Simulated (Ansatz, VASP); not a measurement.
## Ga27P26: VASP beside Ansatz

```
Ga P
1.0
     0.00000    8.17575    8.17575
     8.17575    0.00000    8.17575
     8.17575    8.17575    0.00000
Ga P
27 26
Direct
  0.99869 0.01512 0.99830
  0.01588 0.99915 0.31955
  0.99963 0.99993 0.66656
  0.99808 0.32329 0.99797
  0.00099 0.33325 0.33007
  0.99915 0.33720 0.65961
  0.00011 0.66672 0.00007
  0.00097 0.66943 0.32970
  0.99961 0.66731 0.66663
  0.32192 0.99844 0.01464
  0.33706 0.99935 0.33727
  0.33296 0.00132 0.66895
  0.32995 0.33346 0.00073
  0.33346 0.33350 0.33318
  0.33315 0.33004 0.66908
  0.32962 0.66946 0.00066
  0.33697 0.66010 0.33727
  0.33381 0.66606 0.66750
  0.66675 0.99986 0.99949
  0.66939 0.00126 0.33294
  0.66637 0.00043 0.66611
  0.66001 0.33712 0.99884
  0.66937 0.32972 0.33327
  0.66585 0.33407 0.66575
  0.66681 0.66737 0.99945
  0.66759 0.66599 0.33388
  0.66578 0.66777 0.66567
  0.08825 0.08372 0.41484
  0.08330 0.08823 0.74626
  0.07999 0.41210 0.08008
  0.08376 0.42014 0.40977
  0.08331 0.41533 0.74653
  0.07978 0.76141 0.07978
  0.08802 0.74695 0.41488
  0.08339 0.75004 0.74995
  0.41467 0.08368 0.08817
  0.42010 0.08385 0.41959
  0.41174 0.08011 0.76130
  0.41015 0.42005 0.08340
  0.41998 0.41024 0.41964
  0.41575 0.41594 0.75070
  0.41469 0.74698 0.08804
  0.41795 0.74887 0.41791
  0.41566 0.75115 0.75063
  0.74664 0.08803 0.08311
  0.76168 0.07989 0.41189
  0.74974 0.08372 0.74968
  0.74664 0.41538 0.08328
  0.75089 0.41587 0.41570
  0.74870 0.41812 0.74848
  0.74996 0.75000 0.08343
  0.75085 0.75109 0.41559
  0.74974 0.75016 0.74969
```

Alike in both runs: functional PBE; k mesh 1 × 1 × 1; occupations gaussian, width 0.05 eV; collinear spin.

Ansatz relaxed the structure, and its values are those at the end. VASP's run is a single point on that final structure, the one shown.

|  | VASP | Ansatz |
| --- | --- | --- |
| version | VASP 6.6.1 | Ansatz 0.2.0 |
| potentials or method | VASP PAW PBE potentials, release 64 (Ga_d, P), cutoff 400 eV | scalar-relativistic, plane waves, PAW |
| valence electrons in the cell | 481 | 481 |

Ansatz gave:

```
rms of the force components (eV/Å)                            : 0.009
net moment per atom (μB)                                      : 0.02
size of the moment on the site where the two differ most (μB) : 0.05
```

Question: Estimate VASP's values.

Answer: rms of the force components (eV/Å): 0.009; net moment per atom (μB): 0.02; size of the moment on the site where the two differ most (μB): 0.08.

Site moments also hang on the region over which each program counts them. With one functional, cell and mesh, what is left measures potentials, basis and numerics.
